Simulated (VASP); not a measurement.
# PbSe (Cm) in VASP: single point with PBE

Aim: the single point of PbSe with PBE.

Everything below comes from runs of VASP 6.6.1. Logs are shortened: lines on timing, memory, paths and dates and some standing lists are left out, and cuts for length are marked.

## 1. The cell of the first run

The structure is monoclinic, space group Cm (No. 8). The conventional cell has a = 6.316 Å, b = 6.320 Å, c = 12.624 Å, α = 90.00°, β = 103.36°, γ = 90.00°. Pb (site symmetry m) has 5 Se at 2.97 to 3.19 Å within 3.9 Å. Within 3.6 Å of Pb (site symmetry m) lie 5 Se at 2.65 to 3.54 Å. Se (site symmetry m) has 5 Pb at 2.65 to 3.19 Å within 3.5 Å. Se (site symmetry m) has 5 Pb at 2.78 to 3.54 Å within 3.7 Å.

## 2. Single point, PBE (strained and its atoms moved)

INCAR

```
ALGO = Normal ; EDIFF = 1E-6
ENCUT = 520 ; GGA = PE
ISIF = 2 ; ISMEAR = 0
LASPH = T ; LCHARG = F
LREAL = F ; LWAVE = F
NBANDS = 28 ; NELM = 60
PREC = Accurate ; SIGMA = 0.02
```

KPOINTS

```
k-points
0
Gamma
  6 6 6
```

POSCAR

```
PbSe
1.0
    0.0000000000     12.3157523084      3.2779545868
    3.1602148570      0.0312544200      3.1579465968
    3.1602148570     12.2844978884      0.1200079900
Pb Se
2 2
Direct
    0.1862323943      0.8081527959      0.1918472041
    0.8227386495      0.2141131786      0.7858868214
    0.6887447126      0.2952484110      0.7047515890
    0.2682852436      0.6484866144      0.3515133856
```

Potentials or basis: VASP PAW PBE potentials, release 64 (Pb_d, Se).

The run is started by

```
$ cat potpaw_PBE.64/Pb_d/POTCAR potpaw_PBE.64/Se/POTCAR > POTCAR
$ mpirun -np 1 vasp_std > vasp.out
```

OUTCAR:

```text
EDIFF = 1E-6
   ENCUT = 520
   GGA = PE
   ISIF = 2
   ISMEAR = 0
   LASPH = T
   LREAL = F
   NELM = 60
   PREC = Accurate

 ion  position               nearest neighbor table
   1  0.186  0.808  0.192-   4 2.97   3 3.13   3 3.17   3 3.17   3 3.19   2 4.10
   2  0.823  0.214  0.786-   3 2.65   4 2.78   4 3.19   4 3.19   1 4.10
   3  0.689  0.295  0.705-   2 2.65   1 3.13   1 3.17   1 3.17   1 3.19
   4  0.268  0.648  0.352-   2 2.78   1 2.97   2 3.19   2 3.19

  LATTYP: Found a base centered monoclinic cell.
 ALAT       =     6.3162025132
 B/A-ratio  =     1.0006692630
 C/A-ratio  =     1.9987048488
 COS(beta)  =    -0.2310260354

  Lattice vectors:

 A1 = (  -3.1602148570,   0.0312544200,   3.1579465968)
 A2 = (   3.1602148570,   0.0312544200,   3.1579465968)
 A3 = (  -0.0000000000,  12.2532434684,  -3.0379386068)

Analysis of symmetry for initial positions (statically):
=====================================================================
 Subroutine PRICEL returns:
 Original cell was already a primitive cell.

 Routine SETGRP: Setting up the symmetry group for a
 base centered monoclinic supercell.

 Subroutine GETGRP returns: Found  2 space group operations
 (whereof  2 operations were pure point group operations)
 out of a pool of  4 trial point group operations.

The static configuration has the point symmetry C_1h.

Analysis of symmetry for dynamics (positions and initial velocities):
=====================================================================
 Subroutine PRICEL returns:
 Original cell was already a primitive cell.

 Routine SETGRP: Setting up the symmetry group for a
 base centered monoclinic supercell.

 Subroutine GETGRP returns: Found  2 space group operations
 (whereof  2 operations were pure point group operations)
 out of a pool of  4 trial point group operations.

The dynamic configuration has the point symmetry C_1h.

 Subroutine INISYM returns: Found  2 space group operations
 (whereof  2 operations are pure point group operations),
 and found     1 'primitive' translations

----------------------------------------------------------------------------------------

                                     Primitive cell

  volume of cell :     245.1697

  direct lattice vectors                    reciprocal lattice vectors
     0.000000000 12.315752308  3.277954587    -0.158217090  0.039158748  0.157943176
     3.160214857  0.031254420  3.157946597     0.158217090 -0.042252532  0.158748909
     3.160214857 12.284497888  0.120007990     0.158217090  0.042252532 -0.158748909

  length of vectors
    12.744518084  4.467724420 12.685040332     0.226962777  0.228077049  0.228077049

  position of ions in fractional coordinates (direct lattice)
     0.186232394  0.808152796  0.191847204
     0.822738650  0.214113179  0.785886821
     0.688744713  0.295248411  0.704751589
     0.268285244  0.648486614  0.351513386

  ion indices of the primitive-cell ions
   primitive index   ion index
                 1           1
                 2           2
                 3           3
                 4           4

----------------------------------------------------------------------------------------

 KPOINTS: k-points

Automatic generation of k-mesh.
 Grid dimensions read from file:
 generate k-points for:    6    6    6

 Generating k-lattice:

  Cartesian coordinates                     Fractional coordinates (reciprocal lattice)
    -0.026369515  0.006526458  0.026323863     0.166666667 -0.000000000 -0.000000000
     0.026369515 -0.007042089  0.026458152     0.000000000  0.166666667  0.000000000
     0.026369515  0.007042089 -0.026458152     0.000000000  0.000000000  0.166666667

  Length of vectors
     0.037827130  0.038012842  0.038012842

  Shift w.r.t. Gamma in fractional coordinates (k-lattice)
     0.000000000  0.000000000  0.000000000

 Subroutine IBZKPT returns following result:
 ===========================================

 Found     68 irreducible k-points:

 Following reciprocal coordinates:
            Coordinates               Weight
  0.000000  0.000000  0.000000      1.000000
  0.166667  0.000000  0.000000      4.000000
  0.333333  0.000000 -0.000000      4.000000
  0.500000  0.000000  0.000000      2.000000
  0.000000  0.166667  0.000000      4.000000
  0.166667  0.166667  0.000000      2.000000
[... 16 lines left out ...]
  0.500000  0.000000  0.166667      4.000000
 -0.333333 -0.000000  0.166667      4.000000
 [... further k-points ...]
   k-points           NKPTS =     68   k-points in BZ     NKDIM =     68   number of bands    NBANDS=     28
   number of dos      NEDOS =    301   number of ions     NIONS =      4
   total plane-waves  NPLWV = 331776
   dimension x,y,z NGX =    96 NGY =   36 NGZ =   96
   dimension x,y,z NGXF=   192 NGYF=   72 NGZF=  192
   ions per type =               2   2
   NGX,Y,Z   is equivalent  to a cutoff of  12.52, 13.40, 12.58 a.u.
   NGXF,Y,Z  is equivalent  to a cutoff of  25.05, 26.79, 25.16 a.u.
 SYSTEM =  unknown system
   PREC   = accura    normal or accurate (medium, high low for compatibility)
   ISTART =      0    job   : 0-new  1-cont  2-samecut
   ICHARG =      2    charge: 1-file 2-atom 10-const
   ISPIN  =      1    spin polarized calculation?
   LNONCOLLINEAR =      F non collinear calculations
   LSORBIT =      F    spin-orbit coupling
   LASPH  =      T    aspherical Exc in radial PAW
   ENCUT  =  520.0 eV  38.22 Ry    6.18 a.u.  23.70  8.31 23.59*2*pi/ulx,y,z
   NELM   =     60;   NELMIN=  2; NELMDL= -5     # of ELM steps
   EDIFF  = 0.1E-05   stopping-criterion for ELM
   LREAL  =      F    real-space projection
   EDIFFG = 0.1E-04   stopping-criterion for IOM
   NSW    =      0    number of steps for IOM
   IBRION =     -1    ionic relax: 0-MD 1-quasi-New 2-CG
   NFREE  =      0    steps in history (QN), initial steepest desc. (CG)
   ISIF   =      2    stress and relaxation
   ISYM   =      2    0-nonsym 1-usesym 2-fastsym
   POTIM  = 0.5000    time-step for ionic-motion
   TEBEG  =    0.0;   TEEND  =   0.0 temperature during run
   PSTRESS=    0.0 pullay stress
   NELECT =      40.0000    total number of electrons
   NUPDOWN=      -1.0000    fix difference up-down
   EMIN   =  10.00;   EMAX   =-10.00  energy-range for DOS
   EFERMI =   0.00;   METHOD = LEGACY
   ISMEAR =     0;   SIGMA  =   0.02  broadening in eV -4-tet -1-fermi 0-gaus
   EFERMI_NEDOS =   21; number of points for ismear=-14 and -15
   IALGO  =     38    algorithm
   IMIX   =      4    mixing-type and parameters
     AMIX     =   0.40;   BMIX     =  1.00
     AMIX_MAG =   1.60;   BMIX_MAG =  1.00
  volume/ion in A,a.u.               =      61.29       413.62
  Fermi-wavevector in a.u.,A,eV,Ry     =   0.894553  1.690459 10.887714  0.800224
  Thomas-Fermi vector in A             =   2.016772
   LORBIT       =      0    0 simple, 1 ext, 2 COOP (PROOUT), +10 PAW based schemes
   GGA     = PE    functional components
   LHFCALC =     F    Hartree Fock is set to
   AEXX    =    0.0000 exact exchange contribution
   IVDW    =     0    specifies the selected vdW correction
   LEPSILON=     F    determine dielectric tensor
   LRPA    =     F    only Hartree local field effects (RPA)
 non-spin polarized calculation
 Gauss-broadening in eV      SIGMA  =   0.02
  energy-cutoff  :      520.00
  volume of cell :      245.17
 maximum number of plane-waves:      6645
   NGX = 47   NGY = 17   NGZ = 47

 number of electron      40.0000001 magnetization

 Free energy of the ion-electron system (eV)
  ---------------------------------------------------
  ext. energy  EPLUGINS =         0.00000000
  ---------------------------------------------------
  free energy    TOTEN  =       -15.86334530 eV

  energy without entropy =      -15.86334530  energy(sigma->0) =      -15.86334530

 E-fermi :  -0.1383     XC(G=0):  -5.3890

 val. band max:       -0.2643026666   @ k =   0.5000   0.0000   0.0000
 cond. band min:       0.9139764438   @ k =   0.0000   0.5000  -0.0000
 fundamental gap:      1.1782791104
 Fermi energy:        -0.1383207014

 k-point     1 :       0.0000    0.0000    0.0000
  band No.  band energies     occupation
      1     -17.0549      2.00000
      2     -17.0525      2.00000
      3     -17.0314      2.00000
      4     -17.0147      2.00000
      5     -17.0146      2.00000
      6     -16.5014      2.00000
[... 20 lines left out ...]
     27       5.0726      0.00000
     28       5.4645      0.00000

 k-point     2 :       0.1667    0.0000    0.0000
  band No.  band energies     occupation
      1     -17.0517      2.00000
      2     -17.0459      2.00000
      3     -17.0351      2.00000
      4     -17.0165      2.00000
      5     -17.0145      2.00000
      6     -16.4978      2.00000
[... 20 lines left out ...]
     27       4.7791      0.00000
     28       5.4651      0.00000

 k-point     3 :       0.3333    0.0000   -0.0000
  band No.  band energies     occupation
      1     -17.0477      2.00000
      2     -17.0425      2.00000
      3     -17.0307      2.00000
      4     -17.0201      2.00000
      5     -17.0141      2.00000
      6     -16.4910      2.00000
[... 20 lines left out ...]
     27       4.5813      0.00000
     28       6.1028      0.00000

 k-point     4 :       0.5000    0.0000    0.0000
  band No.  band energies     occupation
      1     -17.0463      2.00000
      2     -17.0456      2.00000
      3     -17.0243      2.00000
      4     -17.0207      2.00000
      5     -17.0139      2.00000
      6     -16.4877      2.00000
[... 20 lines left out ...]
     27       5.2426      0.00000
     28       5.6701      0.00000

 k-point     5 :       0.0000    0.1667    0.0000
  band No.  band energies     occupation
      1     -17.0517      2.00000
      2     -17.0459      2.00000
      3     -17.0351      2.00000
      4     -17.0165      2.00000
      5     -17.0145      2.00000
      6     -16.4978      2.00000
[... 20 lines left out ...]
     27       4.7550      0.00000
     28       5.4637      0.00000

 k-point     6 :       0.1667    0.1667    0.0000
  band No.  band energies     occupation
      1     -17.0476      2.00000
      2     -17.0439      2.00000
      3     -17.0381      2.00000
      4     -17.0165      2.00000
      5     -17.0160      2.00000
      6     -16.4946      2.00000
[... 463 lines left out ...]
      5     -17.0146      2.00000
      6     -16.5014      2.00000
[... 20 lines left out ...]
     27       5.0727      0.00000
     28       5.4581      0.00000

 k-point    22 :       0.3333    0.0000    0.1667
  band No.  band energies     occupation
      1     -17.0517      2.00000
      2     -17.0459      2.00000
      3     -17.0351      2.00000
      4     -17.0165      2.00000
      5     -17.0145      2.00000
      6     -16.4978      2.00000
[... 20 lines left out ...]
     27       4.7881      0.00000
     28       5.4598      0.00000

 k-point    23 :       0.5000    0.0000    0.1667
  band No.  band energies     occupation
      1     -17.0477      2.00000
      2     -17.0425      2.00000
      3     -17.0307      2.00000
      4     -17.0201      2.00000
      5     -17.0141      2.00000
      6     -16.4910      2.00000
[... 20 lines left out ...]
     27       4.7736      0.00000
     28       5.8325      0.00000

 k-point    24 :      -0.3333   -0.0000    0.1667
  band No.  band energies     occupation
      1     -17.0463      2.00000
      2     -17.0456      2.00000
      3     -17.0243      2.00000
      4     -17.0207      2.00000
      5     -17.0139      2.00000
      6     -16.4877      2.00000
[... 20 lines left out ...]
     27       5.2276      0.00000
     28       5.7799      0.00000

 [... further k-points ...]
[... 5 lines left out ...]
  --------------------------------------------------------------------------------------
  -------------------------------------------------------------------------------------
  Total       -1.2101366      1.3100276      0.6310272      0.0000000      0.4005176      0.0000000
  in kB       -7.9082094      8.5609944      4.1237456      0.0000000      2.6173718      0.0000000
  external PRESSURE =       1.5921769 kB  Pullay stress =       0.0000000 kB

 VOLUME and BASIS-vectors are now :
 -----------------------------------------------------------------------------
  energy-cutoff  :      520.00
  volume of cell :      245.17
      direct lattice vectors                 reciprocal lattice vectors
     0.000000000 12.315752308  3.277954587    -0.158217090  0.039158748  0.157943176
     3.160214857  0.031254420  3.157946597     0.158217090 -0.042252532  0.158748909
     3.160214857 12.284497888  0.120007990     0.158217090  0.042252532 -0.158748909

 POSITION                                       TOTAL-FORCE (eV/Angst)
 -----------------------------------------------------------------------------------
      3.16021      4.67560      3.18559         0.000000      0.761194      0.054879
      3.16021     19.79356      3.46737         0.000000      1.263863     -0.521167
      3.16021     17.14916      3.27463         0.000000     -1.359249     -0.174815
      3.16021      7.64257      2.96950         0.000000     -0.665807      0.641103
 -----------------------------------------------------------------------------------
    total drift:                                0.000027     -0.000128      0.000140

  FREE ENERGIE OF THE ION-ELECTRON SYSTEM (eV)
  ---------------------------------------------------
  free  energy   TOTEN  =       -15.8633453027 eV

  energy  without entropy=      -15.8633453027  energy(sigma->0) =      -15.86334530
```

Wall time 21 min (1 thread of Intel Xeon Platinum 8488C (Sapphire Rapids), shared host); peak memory 0.93 GiB.

Results:

```yaml
Free_energy: -15.8633 eV
Pressure: 0.2 GPa
Largest_force: 1.370 eV/Å
Band_gap_on_the_k_mesh: 1.18 eV
```

Forces on the atoms (eV/Å):
```
Pb   0.000  0.761  0.055
Pb   0.000  1.264 -0.521
Se   0.000 -1.359 -0.175
Se   0.000 -0.666  0.641
```

Caveat: the cell differs from its parent crystal (strained and its atoms moved); spin-orbit coupling is left out, which moves the levels of the heavy elements; forces of over 1 eV/Å act on the atoms, so gaps and moduli don't describe the material at rest. A k mesh can miss the band edges.
